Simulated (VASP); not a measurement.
A run of VASP 6.6.1:

The input INCAR:

```
SYSTEM = Ta
ALGO = Fast ; EDIFF = 1E-6
ENCUT = 520 ; GGA = PE
ISIF = 2 ; ISMEAR = 0
LASPH = .TRUE. ; LCHARG = .FALSE.
LREAL = .FALSE. ; LWAVE = .FALSE.
NBANDS = 90 ; NELM = 100
PREC = Accurate ; SIGMA = 0.05
```

Contents of KPOINTS:

```
k-points
0
G
  1 1 16
  0 0 0
```

POSCAR

```
Ta
1.0
   17.3000000000      0.0000000000      0.0000000000
    0.0000000000     17.6000000000      0.0000000000
    0.0000000000      0.0000000000      3.3187896404
Ta
14
Direct
    0.3561218364      0.3585743051      0.0000000000
    0.3561218364      0.5471418983      0.0000000000
    0.5479593879      0.3585743051      0.0000000000
    0.5479593879      0.5471418983      0.0000000000
    0.5479593879      0.7357094915      0.0000000000
    0.7397969393      0.5471418983      0.0000000000
    0.2602030607      0.4528581017      0.5000000000
    0.2602030607      0.6414256949      0.5000000000
    0.4520406121      0.2642905085      0.5000000000
    0.4520406121      0.4528581017      0.5000000000
    0.4520406121      0.6414256949      0.5000000000
    0.6438781636      0.2642905085      0.5000000000
    0.6438781636      0.4528581017      0.5000000000
    0.6438781636      0.6414256949      0.5000000000
```

Potentials or basis: VASP PAW PBE potentials, release 64 (Ta_pv).

The run is started by

```bash
$ cat potpaw_PBE.64/Ta_pv/POTCAR > POTCAR
$ mpirun -np 1 vasp_std > vasp.out
```

Hardware: 1 thread of Oxide Virtual Turin-like Processor, with other jobs on the host.

Task: Estimate the wall time of this run.

Result: It took 74 min on 1 thread of Oxide Virtual Turin-like Processor (shared host), peak memory 1.2 GiB. Counts: scf iterations 35, k points 9.
